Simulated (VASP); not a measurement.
Input of a VASP 6.6.1 run:

The input INCAR:

```
PREC = Accurate
ENCUT = 600
EDIFF = 1E-6
ISMEAR = 0
SIGMA = 0.1
LREAL = F
LASPH = T
NELM = 60
ALGO = Normal
ISIF = 3
LWAVE = F
LCHARG = F
GGA = PE
IVDW = 12
IBRION = 2
NSW = 70
EDIFFG = -0.005
```

File KPOINTS:

```
Automatic mesh
0
Gamma
  10 10 10
```

File POSCAR:

```
ScAl3
1.0
    4.1053305968      0.0000000000      0.0000000000
    0.0000000000      4.1053305968      0.0000000000
    0.0000000000      0.0000000000      4.1053305968
Sc Al
1 3
Direct
    0.0000000000      0.0000000000      0.0000000000
    0.5000000000      0.0000000000      0.5000000000
    0.0000000000      0.5000000000      0.5000000000
    0.5000000000      0.5000000000      0.0000000000
```

Potentials or basis: VASP PAW PBE potentials, release 64 (Sc_sv, Al).

Command:

```console
$ cat potpaw_PBE.64/Sc_sv/POTCAR potpaw_PBE.64/Al/POTCAR > POTCAR
$ mpirun -np 1 vasp_std > vasp.out
```

Q: What does it give for the band gap on the k mesh?

A: Zero (band 10 reaches 8.56 eV, above the bottom of band 11 at 4.54 eV).

Q: Predict the dispersion energy per atom.

A: -0.390 eV.

Q: Predict the space group after relaxing (to 0.05 Å).

A: Pm-3m (No. 221).

Q: What does it give for the relaxed volume?

A: 16.60 Å³/atom.

Step by step:
| step | energy change (eV) | largest force (eV/Å) | pressure (GPa) | volume (Å³) |
| --- | --- | --- | --- | --- |
| 1 | 0.0000 | 0.0000 | -3.57 | 69.19 |
| 2 | -0.0276 | 0.0000 | 1.49 | 65.40 |
| 3 | -0.0322 | 0.0000 | -0.01 | 66.40 |

Caveat: pairwise dispersion overbinds metals, which lowers pressure and volume.
